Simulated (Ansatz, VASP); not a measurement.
One calculation of SnO2, two programs

File INCAR:

```
PREC = Accurate
ENCUT = 520
EDIFF = 1E-7
ISMEAR = 0
SIGMA = 0.05
LREAL = False
LASPH = True
NELM = 80
ALGO = Normal
ISIF = 2
LWAVE = False
LCHARG = False
GGA = PS
NBANDS = 20
```

KPOINTS

```
regular mesh
0
Gamma
  12 12 12
```

The input POSCAR:

```
SnO2
1.0
    1.5909868438      0.9185566825      4.3707741283
   -1.5909868438      0.9185566825      4.3707741283
    0.0000000000     -1.8371133651      4.3707741283
Sn O
1 2
Direct
    0.5000000000      0.5000000000      0.5000000000
    0.2477865012      0.2477865012      0.2477865012
    0.7522134988      0.7522134988      0.7522134988
```

Input for Ansatz:

```yaml
crystal:
  lattice:
    - [1.5909868438, 0.9185566825, 4.3707741283]
    - [-1.5909868438, 0.9185566825, 4.3707741283]
    - [0.0, -1.8371133651, 4.3707741283]
  atoms:
    - { symbol: Sn, position: [0.5, 0.5, 0.5] }
    - { symbol: O, position: [0.2477865012, 0.2477865012, 0.2477865012] }
    - { symbol: O, position: [0.7522134988, 0.7522134988, 0.7522134988] }
basis:
  ecutwfc: 520.0
kpoints:
  mp_grid: { grid: [12, 12, 12] }
hamiltonian:
  xc: pbesol
  pseudopotentials: { kind: paw, azcp: { folder: soft_1 } }
scf:
  occupations: { method: gaussian, width: 0.05 }
output:
  forces: true
  stress: true
  eigenvalues: true
```

Alike in both runs: task single point; functional PBEsol; k mesh 12 × 12 × 12; occupations gaussian, width 0.05 eV; no spin polarisation.

```csv
,VASP,Ansatz
version,VASP 6.6.1,Ansatz 0.2.0
potentials or method,"VASP PAW PBE potentials, release 64 (Sn_d, O), cutoff 520 eV","scalar-relativistic, plane waves, PAW"
valence electrons in the cell,26,26
```

|  | VASP | Ansatz | Ansatz less VASP |
| --- | --- | --- | --- |
| gap on the k mesh at the Fermi level (eV) | 1.58 | 1.60 | +0.021 |
| least direct gap on the mesh (eV) | 1.58 | 1.60 | +0.021 |
| pressure (GPa) | -1.8 | -2.5 | -0.73 |
| traceless stress, the component that is largest in VASP (GPa) | -3.91 | -3.50 | +0.418 |
| rms of the force components (eV/Å) | 0.410 | 0.439 | +0.0294 |

VASP's potentials were made for PBE, not for PBEsol, and Ansatz warns of the same on its side. Atom by atom the forces differ by 0.029 eV/Å (rms over components).
